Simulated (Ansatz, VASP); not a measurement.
# Cd3Te2Se in VASP and in Ansatz

```
Cd Te Se
1.0
     4.58280    0.00000    0.00000
    -2.29140    3.96882    0.00000
     0.00000    0.00000   11.21911
Cd Te Se
3 2 1
Direct
  0.00000 0.00000 0.99946
  0.33333 0.66667 0.65386
  0.66667 0.33333 0.34615
  0.00000 0.00000 0.74511
  0.66667 0.33333 0.09070
  0.33333 0.66667 0.41473
```

Alike in both runs: functional PBE; k mesh 12 × 12 × 4; occupations gaussian, width 0.01 eV; no spin polarisation.

Ansatz relaxed the structure, and its values are those at the end. VASP's run is a single point on that final structure, the one shown.

```csv
,VASP,Ansatz
version,VASP 6.6.1,Ansatz 0.2.0
potentials or method,"VASP PAW PBE potentials, release 64 (Cd, Te, Se), cutoff 520 eV","scalar-relativistic, plane waves, PAW"
valence electrons in the cell,54,108
```

```csv
,VASP,Ansatz,Ansatz less VASP
gap on the k mesh at the Fermi level (eV),0.25,0.25,+0.004
least direct gap on the mesh (eV),0.25,0.25,+0.004
pressure (GPa),0.1,0.0,-0.14
rms of the force components (eV/Å),0.004,0.000,-0.0033
```

VASP's potentials hold 54 valence electrons a cell and Ansatz's 108, so a difference there can come from the potentials and not from the codes.

Spin-orbit coupling is off throughout.
